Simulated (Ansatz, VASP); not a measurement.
# One calculation of HgTe, two programs

```
Hg Te
1.0
     0.00000    3.21450    3.21450
     3.21450    0.00000    3.21450
     3.21450    3.21450    0.00000
Hg Te
1 1
Direct
  0.00000 0.00000 0.00000
  0.75000 0.75000 0.75000
```

Alike in both runs: task relaxation of cell and atoms; functional PBE; dispersion D4; k mesh 7 × 7 × 7; occupations fermi-dirac, width 0.05 eV; no spin polarisation.

```csv
,VASP,Ansatz
version,VASP 6.6.1,Ansatz 0.2.0
potentials or method,"VASP PAW PBE potentials, release 64 (Hg, Te), cutoff 600 eV","all-electron LAPW, scalar-relativistic"
```

```tsv
	VASP	Ansatz	Ansatz less VASP
relaxed volume (Å³/atom)	35.09	35.02	-0.068
relaxed cell length with the largest relative difference (Å)	4.630	4.627	-0.0030
```

Ansatz ran all-electron here, and VASP with PAW potentials.

Spin-orbit coupling is off throughout.
